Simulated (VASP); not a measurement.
Zn3SnO:

```
Zn Sn O
1.0
     3.98453    0.00000    0.00000
     0.00000    3.98453    0.00000
     0.00000    0.00000    3.98453
Zn Sn O
3 1 1
Direct
  0.00000 0.50000 0.50000
  0.50000 0.00000 0.50000
  0.50000 0.50000 0.00000
  0.00000 0.00000 0.00000
  0.50000 0.50000 0.50000
```

| Property | Result |
| --- | --- |
| Program | VASP 6.6.1 |
| Task | relaxation of cell and atoms |
| Functional | PBEsol |
| Potentials or basis | VASP PAW PBE potentials, release 64 (Zn, Sn_d, O) |
| Cutoff | 600 eV |
| k mesh | 6 × 6 × 6 |
| Occupations | gaussian, width 0.1 eV |
| Spin | no spin polarisation |

At the start: pressure 30.4 GPa; volume 12.65 Å³/atom.

Task: How do energy, volume and symmetry change on relaxing?

Result: Over 3 steps the energy falls by 227.0 meV/atom and the volume is 15.54 Å³/atom (+22.9 %); space group Pm-3m (No. 221, to 0.1 Å) before and after.

The path:
| step | energy change (eV) | largest force (eV/Å) | pressure (GPa) | volume (Å³) |
| --- | --- | --- | --- | --- |
| 1 | 0.0000 | 0.0000 | 30.41 | 63.26 |
| 2 | -0.8457 | 0.0000 | -8.08 | 87.90 |
| 3 | -1.1351 | 0.0000 | 0.12 | 77.72 |

Final structure:
```yaml
crystal:
  lattice:
    - [4.26757, 0.00000, 0.00000]
    - [0.00000, 4.26757, 0.00000]
    - [0.00000, 0.00000, 4.26757]
  atoms:
    - { symbol: Zn, position: [0.00000, 0.50000, 0.50000] }
    - { symbol: Zn, position: [0.50000, 0.00000, 0.50000] }
    - { symbol: Zn, position: [0.50000, 0.50000, 0.00000] }
    - { symbol: Sn, position: [0.00000, 0.00000, 0.00000] }
    - { symbol: O, position: [0.50000, 0.50000, 0.50000] }
```

Caveat: the volume moved by over 15 % at a fixed basis, so the end points are rough; the PAW data sets were made with another functional, which shifts forces and pressure a little.
